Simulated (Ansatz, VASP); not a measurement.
**Two plane-wave programs on Al2Au**

The input INCAR:

```
PREC = Accurate
ENCUT = 400
EDIFF = 1E-8
ISMEAR = -1
SIGMA = 0.05
LREAL = F
LASPH = T
NELM = 120
ALGO = Normal
ISIF = 2
LWAVE = F
LCHARG = F
LEFG = T
NBANDS = 16
GGA_COMPAT = F
```

File KPOINTS:

```
regular mesh
0
Gamma
  11 11 11
```

The input POSCAR:

```
Al2Au
1.0
    0.0000000000      3.0000000000      3.0300000000
    3.0000000000      0.0000000000      3.0300000000
    3.0000000000      3.0000000000      0.0000000000
Al Au
2 1
Direct
    0.2500000000      0.2500000000      0.2500000000
    0.7500000000      0.7500000000      0.7500000000
    0.0000000000      0.0000000000      0.0000000000
```

Input for Ansatz:

```yaml
crystal:
  lattice:
    - [0.0, 3.0, 3.03]
    - [3.0, 0.0, 3.03]
    - [3.0, 3.0, 0.0]
  atoms:
    - { symbol: Al, position: [0.25, 0.25, 0.25] }
    - { symbol: Al, position: [0.75, 0.75, 0.75] }
    - { symbol: Au, position: [0.0, 0.0, 0.0] }
kpoints:
  mp_grid: { grid: [11, 11, 11] }
scf:
  occupations: { method: fermi_dirac, width: 0.05 }
hamiltonian:
  xc: lda
  pseudopotentials: { kind: paw }
output:
  forces: true
  stress: true
  eigenvalues: true
  efg: { contact_densities: true }
```

Change from the starting cell: zz strain of +1 %, PAW files.

Alike in both runs: task electric field gradients; functional LDA; k mesh 11 × 11 × 11; occupations fermi-dirac, width 0.05 eV; no spin polarisation.

|  | VASP | Ansatz |
| --- | --- | --- |
| version | VASP 6.6.1 | Ansatz 0.2.0 |
| potentials or method | VASP PAW LDA potentials, release 64 (Al, Au) | PAW with Ansatz's default frozen-core files, scalar-relativistic |
| plane-wave cutoff (eV) | 400 | 420 |
| valence electrons in the cell | 17 | 25 |

|  | VASP | Ansatz | Ansatz less VASP |
| --- | --- | --- | --- |
| pressure (GPa) | -3.4 | -3.6 | -0.20 |
| traceless stress, the component that is largest in VASP (GPa) | -0.33 | -0.33 | -0.005 |
| size of Vzz on the site where it differs most (V/Å²) | 10.1 | 6.5 | -3.55 |

LDA's correlation is that of Perdew and Zunger in VASP and of Perdew and Wang (1992) in Ansatz. VASP's potentials hold 17 valence electrons a cell and Ansatz's 25, so a difference there can come from the potentials and not from the codes.

Neither program's run includes spin-orbit coupling.
